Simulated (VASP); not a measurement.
SnO2:

```
Sn O
1.0
     0.00000    2.53347    2.53347
     2.53347    0.00000    2.53347
     2.53347    2.53347    0.00000
Sn O
1 2
Direct
  0.00000 0.00000 0.00000
  0.25000 0.25000 0.25000
  0.75000 0.75000 0.75000
```

Base run:

| Property | Result |
| --- | --- |
| Program | VASP 6.6.1 |
| Functional | PBE |
| Potentials or basis | VASP PAW PBE potentials, release 64 (Sn_d, O) |
| Cutoff | 520 eV |
| k mesh | 8 × 8 × 8 |
| Occupations | gaussian, width 0.01 eV |
| Spin | no spin polarisation |

Its results: band gap on the k mesh 0.28 eV, indirect (least direct gap 1.68 eV); pressure 10.0 GPa.

Q: The run is repeated on the same cell with these changes: functional from PBE to r2SCAN. What comes out?

A: Band gap on the k mesh 0.86 eV, indirect (least direct gap 2.29 eV); pressure 1.4 GPa.

r2SCAN gives the wider gap, since meta-GGAs in the generalised Kohn-Sham scheme recover part of the derivative discontinuity.

Caveats: spin-orbit coupling is left out, which moves the levels of the heavy elements; the PAW data sets were made with another functional, which shifts forces and pressure a little (some runs).

A k mesh can miss the band edges.
